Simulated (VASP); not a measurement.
Au, 1 atom in the cell. Symmetry: I4/mmm, No. 139, tetragonal system. Conventional cell: a = 2.893 Å, b = 2.893 Å, c = 3.989 Å, α = 90.00°, β = 90.00°, γ = 90.00°. Within 3.8 Å of Au (site symmetry 4/mmm) lie 12 Au at 2.86 to 2.89 Å.  This cell differs from its parent crystal: strain +0.000 along x and y, -0.025 along z.

| Property | Result |
| --- | --- |
| Program | VASP 6.6.1 |
| Task | single point |
| Functional | PBEsol |
| Potentials or basis | VASP PAW PBE potentials, release 64 (Au) |
| Cutoff | 520 eV |
| k mesh | 20 × 20 × 20 |
| Occupations | gaussian, width 0.15 eV |
| Spin | no spin polarisation |
| Dipole correction | no |
| Further INCAR settings | ALGO = Normal; EDIFF = 1e-07; NBANDS = 12 |

Potentials or basis: VASP PAW PBE potentials, release 64 (Au).

Launch:

```console
$ cat potpaw_PBE.64/Au/POTCAR > POTCAR
$ mpirun -np 1 vasp_std > vasp.out
```

Hardware: 1 thread of Intel(R) Xeon(R) Platinum 8175M CPU @ 2.50GHz (Skylake/Cascade Lake), on a shared host.

**Question.** Estimate the wall time of this run.

**Answer.** It took 100 s on 1 thread of Intel(R) Xeon(R) Platinum 8175M CPU @ 2.50GHz (Skylake/Cascade Lake), on a shared host, peak memory 0.24 GiB. Counts: scf iterations 11, k points 641.
